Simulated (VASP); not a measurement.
# Si2Mo in VASP: single point with PBEsol

Aim: the single point of Si2Mo with PBEsol.

All numbers are computed with VASP 6.6.1; they aren't measurements. Logs are shortened: lines on timing, memory, paths and dates and some standing lists are left out, and cuts for length are marked.

## Step 1: The cell of the first run

The cell holds a slab with vacuum, 18 atoms: a = 4.511 Å, b = 4.515 Å, c = 26.059 Å, α = 90.00°, β = 90.00°, γ = 90.00°.

## Step 2: Single point, PBEsol

File INCAR:

```
SYSTEM = Si2Mo
ALGO = Normal
DIPOL = 0.5 0.5 0.500
EDIFF = 1E-7
ENCUT = 520
GGA = PS
IDIPOL = 3
ISIF = 2
ISMEAR = 0
LASPH = .True.
LCHARG = .False.
LDIPOL = .True.
LREAL = Auto
LWAVE = .False.
NBANDS = 81
NELM = 80
PREC = Accurate
SIGMA = 0.1
```

File KPOINTS:

```
k-points
0
Gamma
  8 8 1
  0 0 0
```

File POSCAR:

```
Si2Mo
1.0
    4.5114405092      0.0000000000      0.0000000000
    0.0000000000      4.5146191330      0.0000000000
    0.0000000000      0.0000000000     26.0589999161
Si Mo
12 6
Direct
    0.0000000000      0.4286778210      0.2870643604
    0.0000000000      0.0030254867      0.3397636288
    0.5000000000      0.7546954426      0.3589735405
    0.5000000000      0.2543612631      0.4120656615
    0.0000000000      1.0010351099      0.4378790156
    0.0000000000      0.5001376738      0.4871799676
    0.5000000000      0.2473989991      0.5128200360
    0.5000000000      0.7465014881      0.5621209990
    0.0000000000      0.4931752589      0.5879343354
    0.0000000000     -0.0071587930      0.6410264454
    0.5000000000      0.7445110755      0.6602363774
    0.5000000000      0.3188587631      0.7129356284
    0.5000000000      0.2667248098      0.3157473572
    0.0000000000      0.5023191309      0.3885288833
    0.5000000000      0.7510813107      0.4623269419
    0.0000000000      0.9964553486      0.5376730602
    0.5000000000      0.2452175123      0.6114711263
    0.0000000000      0.4808117900      0.6842526352
```

Potentials or basis: VASP PAW PBE potentials, release 64 (Si, Mo_sv).

Started as:

```bash
> cat potpaw_PBE.64/Si/POTCAR potpaw_PBE.64/Mo_sv/POTCAR > POTCAR
> mpirun -np 1 vasp_std > vasp.out
```

OUTCAR:

```text
SYSTEM = Si2Mo
   EDIFF = 1E-7
   ENCUT = 520
   GGA = PS
   ISIF = 2
   ISMEAR = 0
   LASPH = .True.
   LREAL = Auto
   NELM = 80
   PREC = Accurate

 ion  position               nearest neighbor table
   1  0.000  0.429  0.287-   2 2.36  13 2.49  13 2.49  14 2.66   2 2.93
   2  0.000  0.003  0.340-   1 2.36   5 2.56   3 2.57   3 2.57  14 2.59  14 2.59  13 2.63  13 2.63
                             1 2.93
   3  0.500  0.755  0.359-  13 2.47   2 2.57   2 2.57  13 2.57  14 2.64  14 2.64   4 2.65   4 2.65
                            15 2.69
   4  0.500  0.254  0.412-  13 2.51  14 2.59  14 2.59  15 2.60   5 2.62   5 2.62  15 2.62   7 2.63
                             3 2.65   3 2.65
   5  0.000  0.001  0.438-   2 2.56  14 2.59   6 2.59  16 2.60   6 2.60  15 2.60  15 2.60  14 2.60
                             4 2.62   4 2.62
   6  0.000  0.500  0.487-  14 2.57   5 2.59  16 2.60   5 2.60  15 2.61  15 2.61   7 2.61   7 2.61
                             9 2.63  16 2.63
   7  0.500  0.247  0.513-  17 2.57   8 2.59  15 2.60   8 2.60  16 2.61  16 2.61   6 2.61   6 2.61
                             4 2.63  15 2.63
   8  0.500  0.747  0.562-  11 2.56  17 2.59   7 2.59  15 2.60   7 2.60  16 2.60  16 2.60  17 2.60
                             9 2.62   9 2.62
   9  0.000  0.493  0.588-  18 2.51  17 2.59  17 2.59  16 2.60   8 2.62   8 2.62  16 2.62   6 2.63
                            10 2.65  10 2.65
  10  0.000  0.993  0.641-  18 2.47  11 2.57  11 2.57  18 2.57  17 2.64  17 2.64   9 2.65   9 2.65
                            16 2.69
  11  0.500  0.745  0.660-  12 2.36   8 2.56  10 2.57  10 2.57  17 2.59  17 2.59  18 2.63  18 2.63
                            12 2.93
  12  0.500  0.319  0.713-  11 2.36  18 2.49  18 2.49  17 2.66  11 2.93
  13  0.500  0.267  0.316-   3 2.47   1 2.49   1 2.49   4 2.51   3 2.57   2 2.63   2 2.63  14 3.13
                            14 3.13
  14  0.000  0.502  0.389-   6 2.57   2 2.59   4 2.59   4 2.59   5 2.59   2 2.59   5 2.60   3 2.64
                             3 2.64   1 2.66  13 3.13  13 3.13  15 3.17  15 3.17
  15  0.500  0.751  0.462-   4 2.60   7 2.60   8 2.60   5 2.60   5 2.60   6 2.61   6 2.61   4 2.62
                             7 2.63   3 2.69  14 3.17  14 3.17  16 3.19  16 3.19
  16  0.000  0.996  0.538-   9 2.60   6 2.60   5 2.60   8 2.60   8 2.60   7 2.61   7 2.61   9 2.62
                             6 2.63  10 2.69  17 3.17  17 3.17  15 3.19  15 3.19
  17  0.500  0.245  0.611-   7 2.57  11 2.59   9 2.59   9 2.59   8 2.59  11 2.59   8 2.60  10 2.64
                            10 2.64  12 2.66  18 3.13  18 3.13  16 3.17  16 3.17
  18  0.000  0.481  0.684-  10 2.47  12 2.49  12 2.49   9 2.51  10 2.57  11 2.63  11 2.63  17 3.13
                            17 3.13

  LATTYP: Found a simple orthorhombic cell.
 ALAT       =     4.5114405092
 B/A-ratio  =     1.0007045696
 C/A-ratio  =     5.7762038229

  Lattice vectors:

 A1 = (   4.5114405092,   0.0000000000,   0.0000000000)
 A2 = (   0.0000000000,   4.5146191330,   0.0000000000)
 A3 = (   0.0000000000,   0.0000000000,  26.0589999161)

Analysis of symmetry for initial positions (statically):
=====================================================================
 Subroutine PRICEL returns:
 Original cell was already a primitive cell.

 Routine SETGRP: Setting up the symmetry group for a
 simple orthorhombic supercell.

 Subroutine GETGRP returns: Found  4 space group operations
 (whereof  2 operations were pure point group operations)
 out of a pool of  8 trial point group operations.

The static configuration has the point symmetry C_1h.
 The point group associated with its full space group is C_2h.

Analysis of symmetry for dynamics (positions and initial velocities):
=====================================================================
 Subroutine PRICEL returns:
 Original cell was already a primitive cell.

 Routine SETGRP: Setting up the symmetry group for a
 simple orthorhombic supercell.

 Subroutine GETGRP returns: Found  4 space group operations
 (whereof  2 operations were pure point group operations)
 out of a pool of  8 trial point group operations.

The dynamic configuration has the point symmetry C_1h.
 The point group associated with its full space group is C_2h.

 Subroutine INISYM returns: Found  4 space group operations
 (whereof  2 operations are pure point group operations),
 and found     1 'primitive' translations

----------------------------------------------------------------------------------------

                                     Primitive cell

  volume of cell :     530.7550

  direct lattice vectors                    reciprocal lattice vectors
     4.511440509  0.000000000  0.000000000     0.221658691  0.000000000  0.000000000
     0.000000000  4.514619133  0.000000000     0.000000000  0.221502627  0.000000000
     0.000000000  0.000000000 26.058999916     0.000000000  0.000000000  0.038374458

  length of vectors
[... 67 lines left out ...]
 Found     25 irreducible k-points:

 Following reciprocal coordinates:
            Coordinates               Weight
  0.000000  0.000000  0.000000      1.000000
  0.125000  0.000000  0.000000      2.000000
  0.250000  0.000000  0.000000      2.000000
  0.375000  0.000000  0.000000      2.000000
  0.500000  0.000000  0.000000      1.000000
  0.000000  0.125000  0.000000      2.000000
[... 16 lines left out ...]
  0.250000  0.500000  0.000000      2.000000
  0.375000  0.500000  0.000000      2.000000
   k-points           NKPTS =     25   k-points in BZ     NKDIM =     25   number of bands    NBANDS=     81
   number of dos      NEDOS =    301   number of ions     NIONS =     18
   total plane-waves  NPLWV = 254016
   dimension x,y,z NGX =    36 NGY =   36 NGZ =  196
   dimension x,y,z NGXF=    72 NGYF=   72 NGZF=  392
   ions per type =              12   6
   NGX,Y,Z   is equivalent  to a cutoff of  13.27, 13.26, 12.50 a.u.
   NGXF,Y,Z  is equivalent  to a cutoff of  26.53, 26.51, 25.01 a.u.
 SYSTEM =  Si2Mo
   PREC   = accura    normal or accurate (medium, high low for compatibility)
   ISTART =      0    job   : 0-new  1-cont  2-samecut
   ICHARG =      2    charge: 1-file 2-atom 10-const
   ISPIN  =      1    spin polarized calculation?
   LNONCOLLINEAR =      F non collinear calculations
   LSORBIT =      F    spin-orbit coupling
   LASPH  =      T    aspherical Exc in radial PAW
   ENCUT  =  520.0 eV  38.22 Ry    6.18 a.u.   8.39  8.39 48.45*2*pi/ulx,y,z
   NELM   =     80;   NELMIN=  2; NELMDL= -5     # of ELM steps
   EDIFF  = 0.1E-06   stopping-criterion for ELM
   LREAL  =      T    real-space projection
   EDIFFG = 0.1E-05   stopping-criterion for IOM
   NSW    =      0    number of steps for IOM
   IBRION =     -1    ionic relax: 0-MD 1-quasi-New 2-CG
   NFREE  =      0    steps in history (QN), initial steepest desc. (CG)
   ISIF   =      2    stress and relaxation
   ISYM   =      2    0-nonsym 1-usesym 2-fastsym
   POTIM  = 0.5000    time-step for ionic-motion
   TEBEG  =    0.0;   TEEND  =   0.0 temperature during run
   PSTRESS=    0.0 pullay stress
   NELECT =     132.0000    total number of electrons
   NUPDOWN=      -1.0000    fix difference up-down
   EMIN   =  10.00;   EMAX   =-10.00  energy-range for DOS
   EFERMI =   0.00;   METHOD = LEGACY
   ISMEAR =     0;   SIGMA  =   0.10  broadening in eV -4-tet -1-fermi 0-gaus
   EFERMI_NEDOS =   21; number of points for ismear=-14 and -15
   IALGO  =     38    algorithm
   IMIX   =      4    mixing-type and parameters
     AMIX     =   0.40;   BMIX     =  1.00
     AMIX_MAG =   1.60;   BMIX_MAG =  1.00
  volume/ion in A,a.u.               =      29.49       198.98
  Fermi-wavevector in a.u.,A,eV,Ry     =   1.029520  1.945511 14.420970  1.059911
  Thomas-Fermi vector in A             =   2.163572
   LORBIT       =      0    0 simple, 1 ext, 2 COOP (PROOUT), +10 PAW based schemes
   GGA     = PS    functional components
   LHFCALC =     F    Hartree Fock is set to
   AEXX    =    0.0000 exact exchange contribution
   IVDW    =     0    specifies the selected vdW correction
   LEPSILON=     F    determine dielectric tensor
   LRPA    =     F    only Hartree local field effects (RPA)
 non-spin polarized calculation
 Gauss-broadening in eV      SIGMA  =   0.10
  energy-cutoff  :      520.00
  volume of cell :      530.76
 maximum number of plane-waves:     14328
 NGX is ok and might be reduce to    36
   NGX = 17   NGY = 17   NGZ = 97

 number of electron     132.0000011 magnetization

 dipolmoment           0.000000      0.000000      0.000001 electrons x Angstroem

 Free energy of the ion-electron system (eV)
  ---------------------------------------------------
  ext. energy  EPLUGINS =         0.00000000
  ---------------------------------------------------
  free energy    TOTEN  =      -143.43882643 eV

  energy without entropy =     -143.40395168  energy(sigma->0) =     -143.42138905

 E-fermi :   2.8344     XC(G=0):  -6.4955

 val. band max:        2.8229281920   @ k =   0.5000   0.3750   0.0000
 cond. band min:       2.8433597902   @ k =   0.5000   0.1250   0.0000
 fundamental gap:      0.0204315981
 Fermi energy:         2.8343929444

 k-point     1 :       0.0000    0.0000    0.0000
  band No.  band energies     occupation
      1     -57.5415      2.00000
      2     -57.5415      2.00000
      3     -57.4789      2.00000
      4     -57.4613      2.00000
      5     -57.4337      2.00000
      6     -57.4320      2.00000
[... 1933 lines left out ...]
     77       5.3086      0.00000
     78       5.3314      0.00000

 [... further k-points ...]

 [bands above 78 left out]

------------------------ aborting loop because EDIFF is reached ----------------------------------------

 vacuum level on the upper side and lower side of the slab       (xc-potential included)        -0.087        -0.087

  FORCE on cell =-STRESS in cart. coord.  units (eV):
  Direction    XX          YY          ZZ          XY          YZ          ZX
  --------------------------------------------------------------------------------------
  -------------------------------------------------------------------------------------
  Total       -2.3336771     -2.0289094      0.4894131      0.0000000     -0.0204201      0.0000000
  in kB       -7.0446148     -6.1246199      1.4773796      0.0000000     -0.0616418      0.0000000
  external PRESSURE =      -3.8972850 kB  Pullay stress =       0.0000000 kB

 VOLUME and BASIS-vectors are now :
 -----------------------------------------------------------------------------
  energy-cutoff  :      520.00
  volume of cell :      530.76
      direct lattice vectors                 reciprocal lattice vectors
     4.511440509  0.000000000  0.000000000     0.221658691  0.000000000  0.000000000
     0.000000000  4.514619133  0.000000000     0.000000000  0.221502627  0.000000000
     0.000000000  0.000000000 26.058999916     0.000000000  0.000000000  0.038374458

 POSITION                                       TOTAL-FORCE (eV/Angst)
 -----------------------------------------------------------------------------------
      0.00000      1.93532      7.48061         0.000000      0.017057     -0.021243
      0.00000      0.01366      8.85390         0.000000     -0.015962     -0.011957
      2.25572      3.40716      9.35449         0.000000      0.008040     -0.004334
      2.25572      1.14834     10.73802         0.000000     -0.003020     -0.001491
      0.00000      0.00467     11.41069         0.000000      0.006525     -0.005708
      0.00000      2.25793     12.69542         0.000000     -0.002712     -0.001405
[... 10 lines left out ...]
      2.25572      1.10706     15.93433         0.000000     -0.007657     -0.006317
      0.00000      2.17068     17.83094         0.000000      0.017305      0.026845
 -----------------------------------------------------------------------------------
    total drift:                                0.000000      0.000667      0.000154

  FREE ENERGIE OF THE ION-ELECTRON SYSTEM (eV)
  ---------------------------------------------------
  free  energy   TOTEN  =      -143.4388264285 eV

  energy  without entropy=     -143.4039516752  energy(sigma->0) =     -143.42138905

 vacuum level on the upper side and lower side of the slab         7.521         7.521
```

It took 26 min on 1 thread of Intel Xeon 6975P-C (Granite Rapids), shared host; peak memory 0.94 GiB.

Results:

* Free energy: -143.4388 eV
* Largest force: 0.032 eV/Å
* Band gap on the k mesh: zero (bands 66 and 67 overlap by 0.21 eV)

Forces on the atoms (eV/Å):
```
Si   0.000  0.017 -0.021
Si   0.000 -0.016 -0.012
Si   0.000  0.008 -0.004
Si   0.000 -0.003 -0.001
Si   0.000  0.007 -0.006
Si   0.000 -0.003 -0.001
Si   0.000  0.003  0.001
Si   0.000 -0.007  0.006
Si   0.000  0.003  0.001
Si   0.000 -0.008  0.004
Si   0.000  0.016  0.012
Si   0.000 -0.017  0.021
Mo   0.000 -0.017 -0.027
Mo   0.000  0.008  0.006
Mo   0.000  0.003  0.008
Mo   0.000 -0.003 -0.008
Mo   0.000 -0.008 -0.006
Mo   0.000  0.017  0.027
```

Levels at points of the mesh, in eV from the Fermi level:
```tsv
k point	band 64	band 65	band 66	band 67	band 68	band 69
(0.00, 0.00, 0.00)	-0.78	-0.72	-0.50	0.07	0.62	0.82
(0.50, 0.00, 0.00)	-0.27	0.03	0.03	0.61	0.61	1.44
(0.00, 0.50, 0.00)	-0.52	-0.23	-0.15	-0.14	0.61	0.68
(0.50, 0.50, 0.00)	-0.40	0.02	0.02	0.24	0.24	1.05
```

Caveat: the PAW data sets were made with another functional, which shifts forces and pressure a little.
